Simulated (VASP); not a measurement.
# Hf (P6_3/mmc) in VASP: further runs

Hf is run at these levels: revPBE; tasks: single point, relaxation of cell and atoms.

All numbers are computed with VASP 6.6.1; they aren't measurements. Logs are shortened: lines on timing, memory, paths and dates and some standing lists are left out, and cuts for length are marked.

## 1. The cell of the first run

It takes space group P6_3/mmc (No. 194, hexagonal). The conventional cell has a = 3.225 Å, b = 3.225 Å, c = 5.106 Å, α = 90.00°, β = 90.00°, γ = 120.00°. Hf (site symmetry -6m2) has 12 Hf at 3.16 to 3.23 Å within 4.2 Å.

## 2. Single point, revPBE

Input file INCAR:

```
SYSTEM = Hf
PREC = Accurate ; ENCUT = 520
EDIFF = 1E-7 ; ISMEAR = -1
SIGMA = 0.1 ; LREAL = .FALSE.
LASPH = .TRUE. ; NELM = 80
ALGO = Normal ; ISIF = 2
LWAVE = .FALSE. ; LCHARG = .FALSE.
GGA = RE ; NBANDS = 17
```

Input file KPOINTS:

```
regular mesh
0
G
  11 11 6
  0 0 0
```

Input file POSCAR:

```
Hf
1.0
    3.2252761513      0.0000000000      0.0000000000
   -1.6126380756      2.7931710812      0.0000000000
    0.0000000000      0.0000000000      5.1056711910
Hf
2
Direct
    0.3333333333      0.6666666667      0.2500000000
    0.6666666667      0.3333333333      0.7500000000
```

Potentials or basis: VASP PAW PBE potentials, release 64 (Hf_pv).

Run with:

```sh
$ cat potpaw_PBE.64/Hf_pv/POTCAR > POTCAR
$ mpirun -np 1 vasp_std > vasp.out
```

OUTCAR:

```text
SYSTEM = Hf
   PREC = Accurate
   ENCUT = 520
   EDIFF = 1E-7
   ISMEAR = -1
   LREAL = .FALSE.
   LASPH = .TRUE.
   NELM = 80
   ISIF = 2
   GGA = RE

 ion  position               nearest neighbor table
   1  0.333  0.667  0.250-   2 3.16   2 3.16   2 3.16   2 3.16   2 3.16   2 3.16
   2  0.667  0.333  0.750-   1 3.16   1 3.16   1 3.16   1 3.16   1 3.16   1 3.16

  LATTYP: Found a hexagonal cell.
 ALAT       =     3.2252761513
 C/A-ratio  =     1.5830183065

  Lattice vectors:

 A1 = (   3.2252761513,   0.0000000000,   0.0000000000)
 A2 = (  -1.6126380756,   2.7931710812,   0.0000000000)
 A3 = (   0.0000000000,   0.0000000000,   5.1056711910)

Analysis of symmetry for initial positions (statically):
=====================================================================
 Subroutine PRICEL returns:
 Original cell was already a primitive cell.

 Routine SETGRP: Setting up the symmetry group for a
 hexagonal supercell.

 Subroutine GETGRP returns: Found 24 space group operations
 (whereof 12 operations were pure point group operations)
 out of a pool of 24 trial point group operations.

The static configuration has the point symmetry D_3d.
 The point group associated with its full space group is D_6h.

Analysis of symmetry for dynamics (positions and initial velocities):
=====================================================================
 Subroutine PRICEL returns:
 Original cell was already a primitive cell.

 Routine SETGRP: Setting up the symmetry group for a
 hexagonal supercell.

 Subroutine GETGRP returns: Found 24 space group operations
 (whereof 12 operations were pure point group operations)
 out of a pool of 24 trial point group operations.

The dynamic configuration has the point symmetry D_3d.
 The point group associated with its full space group is D_6h.

 Subroutine INISYM returns: Found 24 space group operations
 (whereof 12 operations are pure point group operations),
 and found     1 'primitive' translations

----------------------------------------------------------------------------------------

                                     Primitive cell

  volume of cell :      45.9957

  direct lattice vectors                    reciprocal lattice vectors
     3.225276151  0.000000000  0.000000000     0.310050970  0.179008011  0.000000000
    -1.612638076  2.793171081  0.000000000     0.000000000  0.358016022  0.000000000
     0.000000000  0.000000000  5.105671191     0.000000000  0.000000000  0.195860635
[... 83 lines left out ...]
   NELM   =     80;   NELMIN=  2; NELMDL= -5     # of ELM steps
   EDIFF  = 0.1E-06   stopping-criterion for ELM
   LREAL  =      F    real-space projection
   EDIFFG = 0.1E-05   stopping-criterion for IOM
   NSW    =      0    number of steps for IOM
   IBRION =     -1    ionic relax: 0-MD 1-quasi-New 2-CG
   NFREE  =      0    steps in history (QN), initial steepest desc. (CG)
   ISIF   =      2    stress and relaxation
   ISYM   =      2    0-nonsym 1-usesym 2-fastsym
   POTIM  = 0.5000    time-step for ionic-motion
   TEBEG  =    0.0;   TEEND  =   0.0 temperature during run
   PSTRESS=    0.0 pullay stress
   NELECT =      20.0000    total number of electrons
   NUPDOWN=      -1.0000    fix difference up-down
   EMIN   =  10.00;   EMAX   =-10.00  energy-range for DOS
   EFERMI =   0.00;   METHOD = LEGACY
   ISMEAR =    -1;   SIGMA  =   0.10  broadening in eV -4-tet -1-fermi 0-gaus
   EFERMI_NEDOS =   21; number of points for ismear=-14 and -15
   IALGO  =     38    algorithm
   IMIX   =      4    mixing-type and parameters
     AMIX     =   0.40;   BMIX     =  1.00
     AMIX_MAG =   1.60;   BMIX_MAG =  1.00
  volume/ion in A,a.u.               =      23.00       155.20
  Fermi-wavevector in a.u.,A,eV,Ry     =   1.240259  2.343750 20.929060  1.538242
  Thomas-Fermi vector in A             =   2.374707
   LORBIT       =      0    0 simple, 1 ext, 2 COOP (PROOUT), +10 PAW based schemes
   GGA     = RE    functional components
   LHFCALC =     F    Hartree Fock is set to
   AEXX    =    0.0000 exact exchange contribution
   IVDW    =     0    specifies the selected vdW correction
   LEPSILON=     F    determine dielectric tensor
   LRPA    =     F    only Hartree local field effects (RPA)
 non-spin polarized calculation
  energy-cutoff  :      520.00
  volume of cell :       46.00
 maximum number of plane-waves:      1262
 NGX is ok and might be reduce to    24
   NGX = 11   NGY = 11   NGZ = 19

 number of electron      20.0000007 magnetization

 Free energy of the ion-electron system (eV)
  ---------------------------------------------------
  ext. energy  EPLUGINS =         0.00000000
  ---------------------------------------------------
  free energy    TOTEN  =       -19.20113082 eV

  energy without entropy =      -19.14421801  energy(sigma->0) =      -19.17267441

 E-fermi :   4.7906     XC(G=0): -11.1119

 val. band max:        4.7883964680   @ k =   0.3636   0.1818   0.3333
 cond. band min:       4.8480411752   @ k =   0.2727   0.1818   0.5000
 fundamental gap:      0.0596447073
 Fermi energy:         4.7906283928

 k-point     1 :       0.0000    0.0000    0.0000
  band No.  band energies     occupation
      1     -26.3169      2.00000
      2     -25.6472      2.00000
      3     -25.6472      2.00000
      4     -25.5323      2.00000
      5     -25.5311      2.00000
      6     -25.5311      2.00000
[... 457 lines left out ...]
      4     -25.7130      2.00000
      5     -25.6008      2.00000
      6     -25.5886      2.00000
[... 9 lines left out ...]
     16       8.4300      0.00000
     17      10.5025      0.00000

 [... further k-points ...]

------------------------ aborting loop because EDIFF is reached ----------------------------------------

  FORCE on cell =-STRESS in cart. coord.  units (eV):
  Direction    XX          YY          ZZ          XY          YZ          ZX
  --------------------------------------------------------------------------------------
  -------------------------------------------------------------------------------------
  Total       -0.1258956     -0.1258956     -0.1532703     -0.0000000      0.0000000      0.0000000
  in kB       -4.3853453     -4.3853453     -5.3388953     -0.0000000      0.0000000      0.0000000
  external PRESSURE =      -4.7031953 kB  Pullay stress =       0.0000000 kB

 VOLUME and BASIS-vectors are now :
 -----------------------------------------------------------------------------
  energy-cutoff  :      520.00
  volume of cell :       46.00
      direct lattice vectors                 reciprocal lattice vectors
     3.225276151  0.000000000  0.000000000     0.310050970  0.179008011  0.000000000
    -1.612638076  2.793171081  0.000000000     0.000000000  0.358016022  0.000000000
     0.000000000  0.000000000  5.105671191     0.000000000  0.000000000  0.195860635

 POSITION                                       TOTAL-FORCE (eV/Angst)
 -----------------------------------------------------------------------------------
     -0.00000      1.86211      1.27642         0.000000      0.000000      0.000000
      1.61264      0.93106      3.82925        -0.000000      0.000000      0.000000
 -----------------------------------------------------------------------------------
    total drift:                               -0.000000      0.000000     -0.000000

  FREE ENERGIE OF THE ION-ELECTRON SYSTEM (eV)
  ---------------------------------------------------
  free  energy   TOTEN  =       -19.2011308223 eV

  energy  without entropy=      -19.1442180063  energy(sigma->0) =      -19.17267441
```

stdout:

```text
POSCAR found type information on POSCAR Hf
 POSCAR found :  1 types and       2 ions
 scaLAPACK will be used
 -----------------------------------------------------------------------------
|                                                                             |
|                                                                             |
|     You enforced a specific xc type in the INCAR file but a different       |
|     I HOPE YOU KNOW WHAT YOU ARE DOING!                                     |
|                                                                             |
 -----------------------------------------------------------------------------

 LDA part: xc-table for (Slater+PW92), standard interpolation
 POSCAR, INCAR and KPOINTS ok, starting setup
 FFT: planning ... GRIDC
 FFT: planning ... GRID_SOFT
 FFT: planning ... GRID
 WAVECAR not read
 entering main loop
```

It took 38 s on 1 thread of AMD EPYC 7R43 (Zen 3), shared host; peak memory 0.15 GiB.

What came out:

```
Free energy            : -19.2011 eV
Pressure               : -0.5 GPa
Band gap on the k mesh : zero (bands 10 and 11 overlap by 1.49 eV)
```

Stress tensor (GPa, compression positive):
```
-0.44  0.00  0.00
 0.00 -0.44  0.00
 0.00  0.00 -0.53
```

Levels at points of the mesh, in eV from the Fermi level:
```tsv
k point	band 8	band 9	band 10	band 11	band 12	band 13
(0.00, 0.00, 0.00)	-3.61	0.53	1.20	1.20	1.47	1.99
(0.00, 0.00, 0.50)	-5.35	0.17	0.17	1.10	1.10	1.10
```

Caveat: the PAW data sets were made with another functional, which shifts forces and pressure a little; spin-orbit coupling is left out, which moves the levels of the heavy elements.

## 3. Relaxation of cell and atoms, revPBE

This run uses another cell than the first one, of 22.38 Å³/atom.

Input file INCAR:

```
PREC = Accurate
ENCUT = 600
EDIFF = 1E-6
ISMEAR = -1
SIGMA = 0.1
LREAL = F
LASPH = T
NELM = 80
ALGO = Normal
ISIF = 3
LWAVE = F
LCHARG = F
GGA = RE
IBRION = 2
NSW = 80
EDIFFG = -0.01
```

Input file KPOINTS:

```
Automatic mesh
0
Gamma
  11 11 6
```

Input file POSCAR:

```
Hf
1.0
    3.1966985242      0.0000000000      0.0000000000
   -1.5983492621      2.7684221302      0.0000000000
    0.0000000000      0.0000000000      5.0578000000
Hf
2
Direct
    0.3333333333      0.6666666667      0.2500000000
    0.6666666667      0.3333333333      0.7500000000
```

Potentials or basis: VASP PAW PBE potentials, release 64 (Hf_pv).

Run with:

```sh
$ cat potpaw_PBE.64/Hf_pv/POTCAR > POTCAR
$ mpirun -np 1 vasp_std > vasp.out
```

OUTCAR:

```text
PREC = Accurate
   ENCUT = 600
   EDIFF = 1E-6
   ISMEAR = -1
   LREAL = F
   LASPH = T
   NELM = 80
   ISIF = 3
   GGA = RE
   IBRION = 2
   NSW = 80
   EDIFFG = -0.01

 ion  position               nearest neighbor table
   1  0.333  0.667  0.250-   2 3.13   2 3.13   2 3.13   2 3.13   2 3.13   2 3.13
   2  0.667  0.333  0.750-   1 3.13   1 3.13   1 3.13   1 3.13   1 3.13   1 3.13

  LATTYP: Found a hexagonal cell.
 ALAT       =     3.1966985242
 C/A-ratio  =     1.5821948681

  Lattice vectors:

 A1 = (   3.1966985242,   0.0000000000,   0.0000000000)
 A2 = (  -1.5983492621,   2.7684221302,   0.0000000000)
 A3 = (   0.0000000000,   0.0000000000,   5.0578000000)

Analysis of symmetry for initial positions (statically):
=====================================================================
 Subroutine PRICEL returns:
 Original cell was already a primitive cell.

 Routine SETGRP: Setting up the symmetry group for a
[... 270 lines left out ...]
      9       5.3672      0.00836
     10       6.0237      0.00001
     11       6.0237      0.00001
     12       6.2916      0.00000
     13       6.8197      0.00000
     14       6.8197      0.00000
[... 377 lines left out ...]
      1     -26.1368      2.00000
      2     -25.8129      2.00000
      3     -25.7797      2.00000
      4     -25.6702      2.00000
      5     -25.5560      2.00000
      6     -25.5438      2.00000
      7      -0.7080      2.00000
      8       2.4246      2.00000
      9       3.6603      1.99998
     10       4.3436      1.98306
     11       5.6787      0.00037
     12       6.0197      0.00001
     13       6.4921      0.00000
     14       7.5474      0.00000

 [... further k-points ...]

------------------------ aborting loop because EDIFF is reached ----------------------------------------

  FORCE on cell =-STRESS in cart. coord.  units (eV):
  Direction    XX          YY          ZZ          XY          YZ          ZX
  --------------------------------------------------------------------------------------
  -------------------------------------------------------------------------------------
  Total        0.0024318      0.0024318     -0.0104689      0.0000000      0.0000000     -0.0000000
  in kB        0.0850773      0.0850773     -0.3662528      0.0000000      0.0000000     -0.0000000
  external PRESSURE =      -0.0653661 kB  Pullay stress =       0.0000000 kB
[... 17 lines left out ...]
  FREE ENERGIE OF THE ION-ELECTRON SYSTEM (eV)
  ---------------------------------------------------
  free  energy   TOTEN  =       -19.2019997513 eV

  energy  without entropy=      -19.1451791818  energy(sigma->0) =      -19.17358947

 reached required accuracy - stopping structural energy minimisation
```

It took 82 s on 1 thread of AMD EPYC 7R43 (Zen 3), shared host; peak memory 0.17 GiB.

What came out:

| Property | Result |
| --- | --- |
| Free energy | -19.2020 eV |
| Relaxed volume | 22.90 Å³/atom |
| Relaxed cell | a = 3.221 Å, b = 3.221 Å, c = 5.097 Å, α = 90.00°, β = 90.00°, γ = 120.00° |
| Space group after relaxing (to 0.1 Å) | P6_3/mmc (No. 194) |
| Energy gained by relaxing | 3.9 meV/atom |
| Ionic steps | 3 |
| Pressure after relaxing | 0.0 GPa |
| Band gap on the k mesh | zero (bands 10 and 11 overlap by 1.49 eV) |

The path:
```
step  energy change (eV)  largest force (eV/Å)  pressure (GPa)  volume (Å³)
   1              0.0000                0.0000            2.47        44.76
   2              0.0028                0.0000           -2.68        47.04
   3             -0.0078                0.0000           -0.01        45.80
```

Final structure:
```
Hf
1.0
     3.22096    0.00000    0.00000
    -1.61048    2.78943    0.00000
     0.00000    0.00000    5.09719
Hf
2
Direct
  0.33333 0.66667 0.25000
  0.66667 0.33333 0.75000
```

Levels at points of the mesh, in eV from the Fermi level:
```csv
k point,band 7,band 8,band 9,band 10,band 11,band 12,band 13,band 14
"(0.00, 0.00, 0.00)",-7.29,-3.62,0.55,1.20,1.20,1.47,2.00,2.00
"(0.00, 0.00, 0.50)",-5.35,-5.35,0.17,0.17,1.10,1.10,1.10,1.10
```

Caveat: the PAW data sets were made with another functional, which shifts forces and pressure a little; spin-orbit coupling is left out, which moves the levels of the heavy elements. revPBE gives volumes clearly too large for solids.

## 4. Single point, revPBE (20.24 Å³/atom)

This run uses another cell than the first one, of 20.24 Å³/atom.

Input file INCAR:

```
SYSTEM = Hf
ALGO = Normal
EDIFF = 1E-6
ENCUT = 520
GGA = RE
ISIF = 2
ISMEAR = -1
LASPH = .True.
LCHARG = .False.
LREAL = .False.
LWAVE = .False.
NBANDS = 17
NELM = 100
PREC = Accurate
SIGMA = 0.1
```

Input file KPOINTS:

```
k-points
0
Gamma
  18 18 10
  0 0 0
```

Input file POSCAR:

```
Hf
1.0
    3.0907304391      0.0000000000      0.0000000000
   -1.5453652196      2.6766510765      0.0000000000
    0.0000000000      0.0000000000      4.8926828657
Hf
2
Direct
    0.3333333333      0.6666666667      0.2500000000
    0.6666666667      0.3333333333      0.7500000000
```

Run with:

```sh
$ cat potpaw_PBE.64/Hf_pv/POTCAR > POTCAR
$ mpirun -np 1 vasp_std > vasp.out
```

It took 87 s on 1 thread of AMD EPYC 7R43 (Zen 3), shared host; peak memory 0.21 GiB.

Results (log left out):

```yaml
Free_energy: -18.9622 eV
Pressure: 15.8 GPa
Band_gap_on_the_k_mesh: zero (bands 10 and 11 overlap by 1.58 eV)
```

Stress tensor (GPa, compression positive):
```
15.56  0.00  0.00
 0.00 15.56  0.00
 0.00  0.00 16.15
```

Levels at points of the mesh, in eV from the Fermi level:
```tsv
k point	band 8	band 9	band 10	band 11	band 12	band 13
(0.00, 0.00, 0.00)	-4.02	1.02	1.22	1.22	1.54	2.16
(0.50, 0.00, 0.00)	-3.12	-2.55	-0.61	0.80	1.03	1.90
(0.00, 0.00, 0.50)	-5.54	0.13	0.13	1.11	1.11	1.11
(0.50, 0.00, 0.50)	-3.72	-1.16	-1.16	1.55	1.55	2.91
```

Caveat: the cell stands under pressure; the PAW data sets were made with another functional, which shifts forces and pressure a little; spin-orbit coupling is left out, which moves the levels of the heavy elements.

## 5. Summary

| task | cell | k mesh | cutoff (eV) | gap on the mesh (eV) | pressure (GPa) |
| --- | --- | --- | --- | --- | --- |
| single point | a = 3.225, b = 3.225, c = 5.106 Å, angles 90.0, 90.0, 120.0°, 2 atoms | 11 × 11 × 6 | 520 | none | -0.5 |
| relaxation of cell and atoms | relaxed from a = 3.197, b = 3.197, c = 5.058 Å, angles 90.0, 90.0, 120.0°, 2 atoms | 11 × 11 × 6 | 600 | none | 0.0 |
| single point | a = 3.091, b = 3.091, c = 4.893 Å, angles 90.0, 90.0, 120.0°, 2 atoms | 18 × 18 × 10 | 520 | none | 15.8 |

Alike in all rows: level revPBE; potentials or basis VASP PAW PBE potentials, release 64 (Hf_pv); no spin polarisation; smearing fermi-dirac 0.1 eV.

Caveats: the PAW data sets were made with another functional, which shifts forces and pressure a little; spin-orbit coupling is left out, which moves the levels of the heavy elements; the cell stands under pressure (at least some runs).

Absolute energies hang on the potentials; compare differences alone.
